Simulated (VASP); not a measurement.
A run of VASP 6.6.1 is set up as follows.

Contents of POSCAR:

```
GaSb
1.0
    0.0000000000      3.0590000000      2.9825250000
    3.0590000000      0.0000000000      2.9825250000
    3.0590000000      3.0590000000      0.0000000000
Ga Sb
1 1
Direct
    0.0000000000      0.0000000000      0.0000000000
    0.7500000000      0.7500000000      0.7500000000
```

File INCAR.step1:

```
PREC = Accurate
ENCUT = 520
ISMEAR = 0
SIGMA = 0.05
LREAL = F
LASPH = T
NELM = 60
NBANDS = 16
GGA = PE
ALGO = Normal
EDIFF = 1E-4
LWAVE = T
LCHARG = F
```

The input INCAR.step2:

```
PREC = Accurate
ENCUT = 520
EDIFF = 1E-6
ISMEAR = 0
SIGMA = 0.05
LREAL = F
LASPH = T
NELM = 60
ALGO = Normal
ISIF = 2
LWAVE = F
LCHARG = F
METAGGA = R2SCAN
LMIXTAU = T
NBANDS = 16
ISTART = 1
```

Contents of KPOINTS:

```
regular mesh
0
Gamma
  10 10 10
```

Potentials or basis: VASP PAW PBE potentials, release 64 (Ga_d, Sb).

Command:

```console
$ cat potpaw_PBE.64/Ga_d/POTCAR potpaw_PBE.64/Sb/POTCAR > POTCAR
$ cp INCAR.step1 INCAR
$ mpirun -np 1 vasp_std > vasp.out
$ cp INCAR.step2 INCAR
$ mpirun -np 1 vasp_std > vasp.out
```

(1) Estimate the band gap on the k mesh.

(2) What does it give for the pressure?

Results:

(1) 0.54 eV.

(2) 2.0 GPa.

Caveat: the cell differs from its parent crystal (strain +0.000 along x and y, -0.025 along z); semilocal functionals underestimate gaps, and a narrow one can read as zero; the PAW data sets were made with another functional, which shifts forces and pressure a little; spin-orbit coupling is left out, which moves the levels of the heavy elements.
